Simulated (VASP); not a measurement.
Write the native input for VASP 6.6.1 that does the following.

```yaml
Task: single point
Functional: r2SCAN
Potentials_or_basis: VASP PAW PBE potentials, release 64 (Lu)
Cutoff: 520 eV
k_mesh: 9 × 9 × 5
Occupations: fermi-dirac, width 0.05 eV
Spin: no spin polarisation
Dipole_correction: no
Further_INCAR_settings: ALGO = Normal; EDIFF = 1e-07; NBANDS = 32
```

Lu:

```
Lu
1.0
     3.32500    0.00000    0.00000
    -1.66250    2.87953    0.00000
     0.00000    0.00000    5.15174
Lu
2
Direct
  0.66667 0.33333 0.75000
  0.33333 0.66667 0.25000
```

The input as run:

POSCAR

```
Lu
1.0
    3.3249981601      0.0000000000      0.0000000000
   -1.6624990801      2.8795328742      0.0000000000
    0.0000000000      0.0000000000      5.1517374806
Lu
2
Direct
    0.6666666667      0.3333333333      0.7500000000
    0.3333333333      0.6666666667      0.2500000000
```

INCAR.step1

```
PREC     = Accurate       # precision mode
ENCUT    = 520            # plane-wave cutoff, eV
ISMEAR   = -1             # smearing method
SIGMA    = 0.05           # smearing width, eV
LREAL    = False          # projectors in reciprocal space
LASPH    = True           # aspherical terms in the spheres
NELM     = 100            # most SCF steps
NBANDS   = 32             # bands
GGA      = PE             # functional
ALGO     = Normal         # electronic algorithm
EDIFF    = 1E-4           # SCF threshold, eV
LWAVE    = True           # write WAVECAR
LCHARG   = False          # write CHGCAR
```

INCAR.step2

```
PREC     = Accurate       # precision mode
ENCUT    = 520            # plane-wave cutoff, eV
EDIFF    = 1E-7           # SCF threshold, eV
ISMEAR   = -1             # smearing method
SIGMA    = 0.05           # smearing width, eV
LREAL    = False          # projectors in reciprocal space
LASPH    = True           # aspherical terms in the spheres
NELM     = 100            # most SCF steps
ALGO     = Normal         # electronic algorithm
ISIF     = 2              # what is computed and relaxed
LWAVE    = False          # write WAVECAR
LCHARG   = False          # write CHGCAR
METAGGA  = R2SCAN         # meta-GGA
LMIXTAU  = True         
NBANDS   = 32             # bands
ISTART   = 1
```

KPOINTS

```
regular mesh
0
Gamma
  9 9 5
```

Potentials or basis: VASP PAW PBE potentials, release 64 (Lu).

Launch:

```sh
$ cat potpaw_PBE.64/Lu/POTCAR > POTCAR
$ cp INCAR.step1 INCAR
$ mpirun -np 1 vasp_std > vasp.out
$ cp INCAR.step2 INCAR
$ mpirun -np 1 vasp_std > vasp.out
```

It gave:

```json
{
  "Pressure": "10.5 GPa",
  "Band gap on the k mesh": "zero (bands 25 and 26 overlap by 1.99 eV)"
}
```

Caveat: the cell stands under pressure; the PAW data sets were made with another functional, which shifts forces and pressure a little; spin-orbit coupling is left out, which moves the levels of the heavy elements.

It took 3.9 min on 1 thread of Intel(R) Xeon(R) Platinum 8559C (Emerald Rapids) (shared host), peak memory 0.21 GiB.
